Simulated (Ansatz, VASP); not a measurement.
## One calculation of Al, two programs

```
Al
1.0
     0.00000    2.01946    2.01946
     2.01946    0.00000    2.01946
     2.01946    2.01946    0.00000
Al
1
Direct
  0.00000 0.00000 0.00000
```

Alike in both runs: task single point; functional PBE; k mesh 6 × 6 × 6; occupations gaussian, width 0.1 eV; no spin polarisation.

```csv
,VASP,Ansatz
version,VASP 6.6.1,Ansatz 0.2.0
potentials or method,"VASP PAW PBE potentials, release 64 (Al), cutoff 500 eV","scalar-relativistic, plane waves, PAW"
valence electrons in the cell,3,3
```

```tsv
	VASP	Ansatz	Ansatz less VASP
gap on the k mesh at the Fermi level (eV)	none	none	-
pressure (GPa)	0.6	0.6	+0.04
```

A gap of «none» marks a metal or a gap that the smearing closes.

The k mesh is coarse, so the values compare programs but aren't converged.
